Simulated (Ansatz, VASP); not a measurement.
**LiC2: VASP beside Ansatz**

```
Li C
1.0
    -2.13270    2.13270    3.43041
     2.13270   -2.13270    3.43041
     2.13270    2.13270   -3.43041
Li C
2 4
Direct
  0.00000 0.00000 0.00000
  0.75000 0.25000 0.50000
  0.37500 0.35220 0.47720
  0.64780 0.12500 0.02280
  0.87500 0.89780 0.52280
  0.10220 0.62500 0.97720
```

Alike in both runs: task relaxation of cell and atoms; functional PBE; k mesh 6 × 6 × 6; occupations gaussian, width 0.1 eV; no spin polarisation.

```csv
,VASP,Ansatz
version,VASP 6.6.1,Ansatz 0.2.0
potentials or method,"VASP PAW PBE potentials, release 64 (Li_sv, C), cutoff 600 eV","scalar-relativistic, plane waves, PAW"
valence electrons in the cell,22,22
```

```tsv
	VASP	Ansatz	Ansatz less VASP
gap on the k mesh at the Fermi level, each at its own relaxed structure (eV)	none	none	-
relaxed volume (Å³/atom)	6.52	6.55	+0.033
relaxed length of the cell vector where the two differ most in proportion (Å)	3.810	3.817	+0.0068
```

A gap of «none» marks a metal or a gap that the smearing closes.

Noted on VASP's run: the cutoff is under 1.25 times that of the potentials, so the pressure is a little rough; the volume moved by over 15 % at a fixed basis, so the end points are rough.
